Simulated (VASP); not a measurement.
Wanted: the native input for a VASP 6.6.1 run.

```
Task                   : single point
Functional             : PBE
Dispersion             : D4
Potentials or basis    : VASP PAW PBE potentials, release 64 (Na_pv)
Cutoff                 : 520 eV
k mesh                 : 9 × 9 × 9
Occupations            : fermi-dirac, width 0.05 eV
Spin                   : no spin polarisation
Dipole correction      : no
Further INCAR settings : ALGO = Normal; EDIFF = 1e-06; NBANDS = 10
```

The structure of Na lies in POSCAR:

```
Na
1.0
   -2.0924823711      2.0924823711      2.0924823711
    2.0924823711     -2.0924823711      2.0924823711
    2.0924823711      2.0924823711     -2.0924823711
Na
1
Direct
    0.0000000000      0.0000000000      0.0000000000
```

These files were run (other wordings do the same):

INCAR

```
PREC = Accurate
ENCUT = 520
EDIFF = 1E-6
ISMEAR = -1
SIGMA = 0.05
LREAL = False
LASPH = True
NELM = 80
ALGO = Normal
ISIF = 2
LWAVE = False
LCHARG = False
GGA = PE
IVDW = 13
NBANDS = 10
```

KPOINTS

```
regular mesh
0
Gamma
  9 9 9
```

Potentials or basis: VASP PAW PBE potentials, release 64 (Na_pv).

Command:

```bash
$ cat potpaw_PBE.64/Na_pv/POTCAR > POTCAR
$ mpirun -np 1 vasp_std > vasp.out
```

Results of the run:

```
Pressure                   : 0.0 GPa
Dispersion energy per atom : -0.014 eV
```

Caveat: pairwise dispersion overbinds metals, which lowers pressure and volume.

Run time: 9.1 s on 1 thread of AMD EPYC 7R13 Processor (Zen 3) (shared host), peak memory 0.12 GiB.
